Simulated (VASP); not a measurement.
Input of a VASP 6.6.1 run:

File INCAR:

```
AGGAC    = 1.0          
AGGAX    = 1.0          
ALDAC    = 0.0          
ALDAX    = 1.0          
ALGO     = Normal         # electronic algorithm
EDIFF    = 1E-6           # SCF threshold, eV
ENCUT    = 520            # plane-wave cutoff, eV
GGA      = B5             # functional
ISIF     = 2              # what is computed and relaxed
ISMEAR   = -1             # smearing method
IVDW     = 13             # dispersion correction
LASPH    = T              # aspherical terms in the spheres
LCHARG   = F              # write CHGCAR
LREAL    = F              # projectors in reciprocal space
LWAVE    = F              # write WAVECAR
NBANDS   = 35             # bands
NELM     = 60             # most SCF steps
PREC     = Accurate       # precision mode
SIGMA    = 0.05           # smearing width, eV
VDW_A1   = 0.44488865   
VDW_A2   = 4.0933009    
VDW_S6   = 1.0          
VDW_S8   = 2.34076671
```

Contents of KPOINTS:

```
k-points
0
Gamma
  10 10 3
```

The input POSCAR:

```
WS2
1.0
    3.1933967044      0.0000000000      0.0000000000
   -1.5966983522      2.7655626704      0.0000000000
    0.0000000000      0.0000000000     11.9822647084
W S
2 4
Direct
    0.6666666667      0.3333333333      0.7500000000
    0.3333333333      0.6666666667      0.2500000000
    0.6666666667      0.3333333333      0.3815995703
    0.3333333333      0.6666666667      0.8815995703
    0.6666666667      0.3333333333      0.1184004297
    0.3333333333      0.6666666667      0.6184004297
```

Potentials or basis: VASP PAW PBE potentials, release 64 (W_sv, S).

Run with:

```console
$ cat potpaw_PBE.64/W_sv/POTCAR potpaw_PBE.64/S/POTCAR > POTCAR
$ mpirun -np 1 vasp_std > vasp.out
```

Task: Estimate the largest force.

Result: 0.030 eV/Å.

Task: Predict the band gap on the k mesh.

Result: 0.92 eV, indirect (least direct gap 2.02 eV).

Task: Predict the dispersion energy per atom.

Result: -0.857 eV.

Task: What does it give for the pressure?

Result: 0.3 GPa.

Forces in eV/Å, atoms in the order of the input:
```
W    0.000  0.000  0.000
W    0.000  0.000  0.000
S    0.000  0.000  0.030
S    0.000  0.000  0.030
S    0.000  0.000 -0.030
S    0.000  0.000 -0.030
```

Caveat: the PAW data sets were made with another functional, which shifts forces and pressure a little; spin-orbit coupling is left out, which moves the levels of the heavy elements. Expect the measured gap to be larger: semilocal functionals such as BLYP lack the derivative discontinuity.
